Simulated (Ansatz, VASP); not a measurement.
IrOs2 in VASP and in Ansatz

File INCAR:

```
PREC     = Accurate       # precision mode
ENCUT    = 520            # plane-wave cutoff, eV
EDIFF    = 1E-6           # SCF threshold, eV
ISMEAR   = -1             # smearing method
SIGMA    = 0.08           # smearing width, eV
LREAL    = False          # projectors in reciprocal space
LASPH    = True           # aspherical terms in the spheres
NELM     = 60             # most SCF steps
ALGO     = Normal         # electronic algorithm
ISIF     = 2              # what is computed and relaxed
LWAVE    = False          # write WAVECAR
LCHARG   = True           # write CHGCAR
LDIPOL   = True         
IDIPOL   = 3            
DIPOL    = 0.5 0.5 0.500
GGA      = CA             # functional
LELF     = True           # ELF
LVHAR    = True         
LVACPOTAV= True         
NBANDS   = 20             # bands
```

Contents of KPOINTS:

```
regular mesh
0
Gamma
  17 17 1
```

The input POSCAR:

```
IrOs2
1.0
    2.6891484158      0.0000000000      0.0000000000
   -1.3445742079      2.3288708427      0.0000000000
    0.0000000000      0.0000000000     20.3914000000
Os Ir
2 1
Direct
    0.1666666667      0.3333333333      0.3960381901
    0.8333333333      0.6666666667      0.6039618160
    0.5000000000      1.0000000000      0.4999999936
```

Input for Ansatz:

```yaml
crystal:
  lattice:
    - [2.6891484158, 0.0, 0.0]
    - [-1.3445742079, 2.3288708427, 0.0]
    - [0.0, 0.0, 20.3914]
  atoms:
    - { symbol: Os, position: [0.1666666667, 0.3333333333, 0.3960381901] }
    - { symbol: Ir, position: [0.5, 1.0, 0.4999999936] }
    - { symbol: Os, position: [0.8333333333, 0.6666666667, 0.603961816] }
kpoints:
  mp_grid: { grid: [17, 17, 1] }
scf:
  occupations: { method: fermi_dirac, width: 0.08 }
hamiltonian:
  xc: lda
  pseudopotentials: { kind: paw }
output:
  forces: true
  stress: true
  eigenvalues: true
efield:
  axis: 3
  amplitude: 0
  dipole_correction: true
```

Alike in both runs: task single point; functional LDA; k mesh 17 × 17 × 1; occupations fermi-dirac, width 0.08 eV; no spin polarisation.

|  | VASP | Ansatz |
| --- | --- | --- |
| version | VASP 6.6.1 | Ansatz 0.2.0 |
| potentials or method | VASP PAW LDA potentials, release 64 (Os, Ir) | PAW with Ansatz's default frozen-core files, scalar-relativistic |
| plane-wave cutoff (eV) | 520 | 420 |
| valence electrons in the cell | 25 | 49 |

Ansatz gave:

```
rms of the force components (eV/Å) : 0.188
```

**Question.** What did VASP give for the same quantities?

**Answer.** rms of the force components (eV/Å): 0.224.

LDA's correlation is that of Perdew and Zunger in VASP and of Perdew and Wang (1992) in Ansatz. VASP's potentials hold 25 valence electrons a cell and Ansatz's 49, so a difference there can come from the potentials and not from the codes.

Spin-orbit coupling is off throughout.
